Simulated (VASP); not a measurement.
Here is a VASP 6.6.1 calculation.

The input INCAR:

```
PREC = Accurate
ENCUT = 520
EDIFF = 1E-7
ISMEAR = -1
SIGMA = 0.05
LREAL = False
LASPH = True
NELM = 80
ALGO = Normal
ISIF = 2
LWAVE = False
LCHARG = False
GGA = PE
NBANDS = 12
```

The input KPOINTS:

```
Automatic mesh
0
Gamma
  9 9 9
```

File POSCAR:

```
Zn
1.0
    2.6254384708      0.0000000000      0.0000000000
    0.0000000000      2.6254384708      0.0000000000
    0.0000000000      0.0000000000      2.6254384708
Zn
1
Direct
    0.0000000000      0.0000000000      0.0000000000
```

Potentials or basis: VASP PAW PBE potentials, release 64 (Zn).

Run with:

```bash
$ cat potpaw_PBE.64/Zn/POTCAR > POTCAR
$ mpirun -np 1 vasp_std > vasp.out
```

Estimate the band gap on the k mesh.

zero (band 6 reaches 5.68 eV, above the bottom of band 7 at 0.33 eV).

Predict the pressure.

0.3 GPa.
